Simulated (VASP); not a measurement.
# LuAlP2 (P6_3/mmc) in VASP: single point with r2SCAN+rVV10

Aim: the single point of LuAlP2 with r2SCAN+rVV10.

Everything below comes from runs of VASP 6.6.1. Logs are shortened: lines on timing, memory, paths and dates and some standing lists are left out, and cuts for length are marked.

## Step 1: The cell of the first run

Symmetry: P6_3/mmc, No. 194, hexagonal system. Conventional cell: a = 3.692 Å, b = 3.692 Å, c = 12.464 Å, α = 90.00°, β = 90.00°, γ = 120.00°. Lu (site symmetry -6m2) has 6 P at 2.75 Å and 6 Lu at 3.69 Å and 6 Al at 3.78 Å within 3.8 Å. Al (site symmetry -3m) has 6 P at 2.53 Å within 3.3 Å. Within 3.3 Å of P (site symmetry 3m) lie 3 Al at 2.53 Å and 3 Lu at 2.75 Å.

## Step 2: Single point, r2SCAN+rVV10

POSCAR

```
LuAlP2
1.0
    3.6919710478     -0.0000000028      0.0000000000
   -1.8459855215      3.1973407189      0.0000000000
    0.0000000000      0.0000000000     12.4641086257
Lu Al P
2 2 4
Direct
    0.3333333333      0.6666666667      0.2500000000
    0.6666666667      0.3333333333      0.7500000000
    0.0000000000      0.0000000000      0.5000000000
    0.0000000000      0.0000000000      0.0000000000
    0.3333333333      0.6666666667      0.8900320465
    0.6666666667      0.3333333333      0.1099679535
    0.6666666667      0.3333333333      0.3900320465
    0.3333333333      0.6666666667      0.6099679535
```

INCAR.step1

```
SYSTEM = LuAlP2
ALGO = Normal
EDIFF = 1E-4
ENCUT = 520
GGA = PE
ISMEAR = -1
LASPH = .TRUE.
LCHARG = .FALSE.
LREAL = .FALSE.
LWAVE = .TRUE.
NBANDS = 48
NELM = 100
PREC = Accurate
SIGMA = 0.03
```

INCAR.step2

```
SYSTEM = LuAlP2
ALGO = Normal
BPARAM = 11.95
CPARAM = 0.0093
EDIFF = 1E-6
ENCUT = 520
ISIF = 2
ISMEAR = -1
ISTART = 1
IVDW_NL = 2
LASPH = .TRUE.
LCHARG = .FALSE.
LMIXTAU = .TRUE.
LREAL = .FALSE.
LUSE_VDW = .TRUE.
LWAVE = .FALSE.
METAGGA = R2SCAN
NBANDS = 48
NELM = 100
PREC = Accurate
SIGMA = 0.03
```

KPOINTS

```
k-points
0
G
  12 12 2
  0 0 0
```

Potentials or basis: VASP PAW PBE potentials, release 64 (Lu, Al, P).

Command:

```sh
cat potpaw_PBE.64/Lu/POTCAR potpaw_PBE.64/Al/POTCAR potpaw_PBE.64/P/POTCAR > POTCAR
cp INCAR.step1 INCAR
mpirun -np 1 vasp_std > vasp.out
cp INCAR.step2 INCAR
mpirun -np 1 vasp_std > vasp.out
```

OUTCAR:

```text
SYSTEM = LuAlP2
   BPARAM = 11.95
   EDIFF = 1E-6
   ENCUT = 520
   ISIF = 2
   ISMEAR = -1
   ISTART = 1
   IVDW_NL = 2
   LASPH = .TRUE.
   LREAL = .FALSE.
   METAGGA = R2SCAN
   NELM = 100
   PREC = Accurate

 ion  position               nearest neighbor table
   1  0.333  0.667  0.250-   6 2.75   7 2.75   6 2.75   7 2.75   6 2.75   7 2.75
   2  0.667  0.333  0.750-   5 2.75   8 2.75   5 2.75   8 2.75   5 2.75   8 2.75
   3  0.000  0.000  0.500-   7 2.53   8 2.53   7 2.53   8 2.53   7 2.53   8 2.53
   4  0.000  0.000  0.000-   5 2.53   6 2.53   6 2.53   5 2.53   6 2.53   5 2.53
   5  0.333  0.667  0.890-   4 2.53   4 2.53   4 2.53   2 2.75   2 2.75   2 2.75
   6  0.667  0.333  0.110-   4 2.53   4 2.53   4 2.53   1 2.75   1 2.75   1 2.75
   7  0.667  0.333  0.390-   3 2.53   3 2.53   3 2.53   1 2.75   1 2.75   1 2.75
   8  0.333  0.667  0.610-   3 2.53   3 2.53   3 2.53   2 2.75   2 2.75   2 2.75

  LATTYP: Found a hexagonal cell.
 ALAT       =     3.6919710478
 C/A-ratio  =     3.3760038918

  Lattice vectors:

 A1 = (   3.6919710478,  -0.0000000028,   0.0000000000)
 A2 = (  -1.8459855215,   3.1973407189,   0.0000000000)
 A3 = (   0.0000000000,   0.0000000000,  12.4641086257)

Analysis of symmetry for initial positions (statically):
=====================================================================
 Subroutine PRICEL returns:
 Original cell was already a primitive cell.

 Routine SETGRP: Setting up the symmetry group for a
 hexagonal supercell.

 Subroutine GETGRP returns: Found 24 space group operations
 (whereof 12 operations were pure point group operations)
 out of a pool of 24 trial point group operations.

The static configuration has the point symmetry D_3d.
 The point group associated with its full space group is D_6h.

Analysis of symmetry for dynamics (positions and initial velocities):
=====================================================================
 Subroutine PRICEL returns:
 Original cell was already a primitive cell.

 Routine SETGRP: Setting up the symmetry group for a
 hexagonal supercell.

 Subroutine GETGRP returns: Found 24 space group operations
 (whereof 12 operations were pure point group operations)
 out of a pool of 24 trial point group operations.

The dynamic configuration has the point symmetry D_3d.
 The point group associated with its full space group is D_6h.

 Subroutine INISYM returns: Found 24 space group operations
 (whereof 12 operations are pure point group operations),
 and found     1 'primitive' translations

----------------------------------------------------------------------------------------

                                     Primitive cell

  volume of cell :     147.1324

  direct lattice vectors                    reciprocal lattice vectors
     3.691971048 -0.000000003  0.000000000     0.270858029  0.156379956  0.000000000
    -1.845985522  3.197340719  0.000000000     0.000000000  0.312759912  0.000000000
     0.000000000  0.000000000 12.464108626     0.000000000  0.000000000  0.080230366

  length of vectors
     3.691971048  3.691971048 12.464108626     0.312759912  0.312759912  0.080230366

  position of ions in fractional coordinates (direct lattice)
     0.333333333  0.666666667  0.250000000
     0.666666667  0.333333333  0.750000000
     0.000000000  0.000000000  0.500000000
     0.000000000  0.000000000  0.000000000
     0.333333333  0.666666667  0.890032046
     0.666666667  0.333333333  0.109967954
     0.666666667  0.333333333  0.390032046
     0.333333333  0.666666667  0.609967954

  ion indices of the primitive-cell ions
   primitive index   ion index
                 1           1
                 2           2
                 3           3
                 4           4
                 5           5
                 6           6
                 7           7
                 8           8

----------------------------------------------------------------------------------------

 KPOINTS: k-points

Automatic generation of k-mesh.
 Grid dimensions read from file:
 generate k-points for:   12   12    2

 Generating k-lattice:

  Cartesian coordinates                     Fractional coordinates (reciprocal lattice)
     0.022571502  0.013031663  0.000000000     0.083333333  0.000000000  0.000000000
     0.000000000  0.026063326  0.000000000     0.000000000  0.083333333  0.000000000
     0.000000000  0.000000000  0.040115183     0.000000000  0.000000000  0.500000000

  Length of vectors
     0.026063326  0.026063326  0.040115183

  Shift w.r.t. Gamma in fractional coordinates (k-lattice)
     0.000000000  0.000000000  0.000000000

 Subroutine IBZKPT returns following result:
 ===========================================

 Found     38 irreducible k-points:

 Following reciprocal coordinates:
            Coordinates               Weight
  0.000000  0.000000  0.000000      1.000000
  0.083333  0.000000  0.000000      6.000000
  0.166667  0.000000  0.000000      6.000000
  0.250000  0.000000  0.000000      6.000000
  0.333333  0.000000  0.000000      6.000000
  0.416667  0.000000  0.000000      6.000000
[... 16 lines left out ...]
  0.250000  0.000000  0.500000      6.000000
  0.333333  0.000000  0.500000      6.000000
 [... further k-points ...]
   k-points           NKPTS =     38   k-points in BZ     NKDIM =     38   number of bands    NBANDS=     48
   number of dos      NEDOS =    301   number of ions     NIONS =      8
   total plane-waves  NPLWV =  75264
   dimension x,y,z NGX =    28 NGY =   28 NGZ =   96
   dimension x,y,z NGXF=    56 NGYF=   56 NGZF=  192
   ions per type =               2   2   4
   NGX,Y,Z   is equivalent  to a cutoff of  12.61, 12.61, 12.80 a.u.
   NGXF,Y,Z  is equivalent  to a cutoff of  25.22, 25.22, 25.61 a.u.
 SYSTEM =  LuAlP2
   PREC   = accura    normal or accurate (medium, high low for compatibility)
   ISTART =      1    job   : 0-new  1-cont  2-samecut
   ICHARG =      0    charge: 1-file 2-atom 10-const
   ISPIN  =      1    spin polarized calculation?
   LNONCOLLINEAR =      F non collinear calculations
   LSORBIT =      F    spin-orbit coupling
   LASPH  =      T    aspherical Exc in radial PAW
   ENCUT  =  520.0 eV  38.22 Ry    6.18 a.u.   6.86  6.86 23.17*2*pi/ulx,y,z
   NELM   =    100;   NELMIN=  2; NELMDL=  0     # of ELM steps
   EDIFF  = 0.1E-05   stopping-criterion for ELM
   LREAL  =      F    real-space projection
   EDIFFG = 0.1E-04   stopping-criterion for IOM
   NSW    =      0    number of steps for IOM
   IBRION =     -1    ionic relax: 0-MD 1-quasi-New 2-CG
   NFREE  =      0    steps in history (QN), initial steepest desc. (CG)
   ISIF   =      2    stress and relaxation
   ISYM   =      2    0-nonsym 1-usesym 2-fastsym
   POTIM  = 0.5000    time-step for ionic-motion
   TEBEG  =    0.0;   TEEND  =   0.0 temperature during run
   PSTRESS=    0.0 pullay stress
   NELECT =      76.0000    total number of electrons
   NUPDOWN=      -1.0000    fix difference up-down
   EMIN   =  10.00;   EMAX   =-10.00  energy-range for DOS
   EFERMI =   0.00;   METHOD = LEGACY
   ISMEAR =    -1;   SIGMA  =   0.03  broadening in eV -4-tet -1-fermi 0-gaus
   EFERMI_NEDOS =   21; number of points for ismear=-14 and -15
   IALGO  =     38    algorithm
   IMIX   =      4    mixing-type and parameters
     AMIX     =   0.40;   BMIX     =  1.00
     AMIX_MAG =   1.60;   BMIX_MAG =  1.00
  volume/ion in A,a.u.               =      18.39       124.11
  Fermi-wavevector in a.u.,A,eV,Ry     =   1.313540  2.482230 23.475311  1.725387
  Thomas-Fermi vector in A             =   2.443855
   LORBIT       =      0    0 simple, 1 ext, 2 COOP (PROOUT), +10 PAW based schemes
   METAGGA = R2SCAN    functional components
   LHFCALC =     F    Hartree Fock is set to
   AEXX    =    0.0000 exact exchange contribution
   IVDW_NL    =     2    kernel type
   BPARAM     =11.9500
   IVDW    =     0    specifies the selected vdW correction
   LEPSILON=     F    determine dielectric tensor
   LRPA    =     F    only Hartree local field effects (RPA)
 non-spin polarized calculation
  energy-cutoff  :      520.00
  volume of cell :      147.13
 maximum number of plane-waves:      3990
 NGX is ok and might be reduce to    28
   NGX = 13   NGY = 13   NGZ = 47

 number of electron      75.9999985 magnetization

 Free energy of the ion-electron system (eV)
  ---------------------------------------------------
  ext. energy  EPLUGINS =         0.00000000
  ---------------------------------------------------
  free energy    TOTEN  =      -130.79283040 eV

  energy without entropy =     -130.78974224  energy(sigma->0) =     -130.79128632

 E-fermi :   6.0517     XC(G=0): -11.4405

 val. band max:        6.0498703006   @ k =   0.3333   0.0000   0.0000
 cond. band min:       6.1543664684   @ k =   0.1667   0.0000   0.0000
 fundamental gap:      0.1044961677
 Fermi energy:         6.0517139029

 k-point     1 :       0.0000    0.0000    0.0000
  band No.  band energies     occupation
      1     -51.8315      2.00000
      2     -51.8315      2.00000
      3     -21.8813      2.00000
      4     -21.8804      2.00000
      5     -21.8139      2.00000
      6     -21.8139      2.00000
[... 40 lines left out ...]
     47       9.5949      0.00000
     48       9.7396      0.00000

 k-point     2 :       0.0833    0.0000    0.0000
  band No.  band energies     occupation
      1     -51.8309      2.00000
      2     -51.8309      2.00000
      3     -21.8780      2.00000
      4     -21.8772      2.00000
      5     -21.8295      2.00000
      6     -21.8295      2.00000
[... 40 lines left out ...]
     47       9.7883      0.00000
     48       9.9230      0.00000

 k-point     3 :       0.1667    0.0000    0.0000
  band No.  band energies     occupation
      1     -51.8293      2.00000
      2     -51.8293      2.00000
      3     -21.8720      2.00000
      4     -21.8720      2.00000
      5     -21.8691      2.00000
      6     -21.8683      2.00000
[... 40 lines left out ...]
     47      10.1399      0.00000
     48      10.2809      0.00000

 k-point     4 :       0.2500    0.0000    0.0000
  band No.  band energies     occupation
      1     -51.8272      2.00000
      2     -51.8272      2.00000
      3     -21.9294      2.00000
      4     -21.9293      2.00000
      5     -21.8568      2.00000
      6     -21.8562      2.00000
[... 958 lines left out ...]
     47      10.0188      0.00000
     48      10.0188      0.00000

 k-point    23 :       0.2500    0.0000    0.5000
  band No.  band energies     occupation
      1     -51.8272      2.00000
      2     -51.8272      2.00000
      3     -21.9294      2.00000
      4     -21.9294      2.00000
      5     -21.8565      2.00000
      6     -21.8565      2.00000
[... 40 lines left out ...]
     47      10.6698      0.00000
     48      10.6998      0.00000

 k-point    24 :       0.3333    0.0000    0.5000
  band No.  band energies     occupation
      1     -51.8250      2.00000
      2     -51.8250      2.00000
      3     -21.9859      2.00000
      4     -21.9859      2.00000
      5     -21.8535      2.00000
      6     -21.8535      2.00000
[... 40 lines left out ...]
     47      10.6710      0.00000
     48      10.6710      0.00000

 [... further k-points ...]

------------------------ aborting loop because EDIFF is reached ----------------------------------------

  FORCE on cell =-STRESS in cart. coord.  units (eV):
  Direction    XX          YY          ZZ          XY          YZ          ZX
  --------------------------------------------------------------------------------------
  -------------------------------------------------------------------------------------
  Total        0.1025550      0.1025550      0.2091036     -0.0000000     -0.0000000      0.0000000
  in kB        1.1167582      1.1167582      2.2770037     -0.0000000     -0.0000000      0.0000000
  external PRESSURE =       1.5035067 kB  Pullay stress =       0.0000000 kB

 VOLUME and BASIS-vectors are now :
 -----------------------------------------------------------------------------
  energy-cutoff  :      520.00
  volume of cell :      147.13
      direct lattice vectors                 reciprocal lattice vectors
     3.691971048 -0.000000003  0.000000000     0.270858029  0.156379956  0.000000000
    -1.845985522  3.197340719  0.000000000     0.000000000  0.312759912  0.000000000
     0.000000000  0.000000000 12.464108626     0.000000000  0.000000000  0.080230366

 POSITION                                       TOTAL-FORCE (eV/Angst)
 -----------------------------------------------------------------------------------
      0.00000      2.13156      3.11603        -0.000000     -0.000000     -0.000000
      1.84599      1.06578      9.34808         0.000000      0.000000      0.000000
      0.00000      0.00000      6.23205         0.000000     -0.000000      0.000000
      0.00000      0.00000      0.00000         0.000000     -0.000000      0.000000
      0.00000      2.13156     11.09346         0.000000     -0.000000      0.062975
      1.84599      1.06578      1.37065         0.000000     -0.000000     -0.062975
      1.84599      1.06578      4.86140        -0.000000     -0.000000      0.062975
      0.00000      2.13156      7.60271         0.000000     -0.000000     -0.062975
 -----------------------------------------------------------------------------------
    total drift:                               -0.000000      0.000000     -0.000000

  FREE ENERGIE OF THE ION-ELECTRON SYSTEM (eV)
  ---------------------------------------------------
  free  energy   TOTEN  =      -130.7928304043 eV

  energy  without entropy=     -130.7897422417  energy(sigma->0) =     -130.79128632
```

It took 8.2 min on 1 thread of Intel Xeon 6975P-C (Granite Rapids), shared host; peak memory 0.71 GiB.

Results:

- Free energy: -130.7928 eV
- Pressure: 0.2 GPa
- Largest force: 0.063 eV/Å
- Band gap on the k mesh: zero (bands 38 and 39 overlap by 0.70 eV)

Forces on the atoms (eV/Å):
```
Lu   0.000  0.000  0.000
Lu   0.000  0.000  0.000
Al   0.000  0.000  0.000
Al   0.000  0.000  0.000
P    0.000  0.000  0.063
P    0.000  0.000 -0.063
P    0.000  0.000  0.063
P    0.000  0.000 -0.063
```

Caveat: the PAW data sets were made with another functional, which shifts forces and pressure a little; spin-orbit coupling is left out, which moves the levels of the heavy elements.

The gap in the log of VASP goes by the Fermi energy; the results here count the filled bands.